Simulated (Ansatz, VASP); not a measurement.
**SnTe: VASP beside Ansatz**

```
Sn Te
1.0
     0.00000    3.18560    3.18560
     3.18560    0.00000    3.18560
     3.18560    3.18560    0.00000
Sn Te
1 1
Direct
  0.00000 0.00000 0.00000
  0.50000 0.50000 0.50000
```

Alike in both runs: functional r2SCAN; k mesh 10 × 10 × 10; occupations gaussian, width 0.01 eV; no spin polarisation.

Ansatz relaxed the structure, and its values are those at the end. VASP's run is a single point on that final structure, the one shown.

```csv
,VASP,Ansatz
version,VASP 6.6.1,Ansatz 0.2.0
potentials or method,"VASP PAW PBE potentials, release 64 (Sn_d, Te), cutoff 520 eV","scalar-relativistic, plane waves, PAW"
valence electrons in the cell,20,30
```

```tsv
	VASP	Ansatz	Ansatz less VASP
gap on the k mesh at the Fermi level (eV)	0.13	0.13	+0.002
least direct gap on the mesh (eV)	0.13	0.13	+0.002
pressure (GPa)	0.0	0.0	-0.01
```

VASP's potentials were made for PBE, not for r2SCAN. VASP's potentials hold 20 valence electrons a cell and Ansatz's 30, so a difference there can come from the potentials and not from the codes.

Spin-orbit coupling is off throughout.
